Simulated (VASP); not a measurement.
The system is ZnO (zincite).

```xyz
4
Lattice="3.1830 0.0000 0.0000 -1.5915 2.7565 0.0000 0.0000 0.0000 5.0994" Properties=species:S:1:pos:R:3 pbc="T T T"
Zn    1.5915    0.9188    0.0000
Zn    0.0000    1.8377    2.5497
O     0.0000    1.8377    4.4825
O     1.5915    0.9188    1.9327
```

Base run:

```yaml
Program: VASP 6.6.1
Functional: BLYP
Dispersion: D3(BJ)
Potentials_or_basis: VASP PAW PBE potentials, release 64 (Zn, O)
Cutoff: 520 eV
k_mesh: 9 × 9 × 5
Occupations: fermi-dirac, width 0.05 eV
Spin: no spin polarisation
```

Its results: band gap on the k mesh 1.07 eV, direct; pressure 14.7 GPa; largest force 0.093 eV/Å.

Question: The run is repeated on the same cell with these changes: functional from BLYP to RPBE. What comes out?

Answer: Band gap on the k mesh 0.96 eV, direct; pressure 4.8 GPa; largest force 0.116 eV/Å.

Caveats: the PAW data sets were made with another functional, which shifts forces and pressure a little.

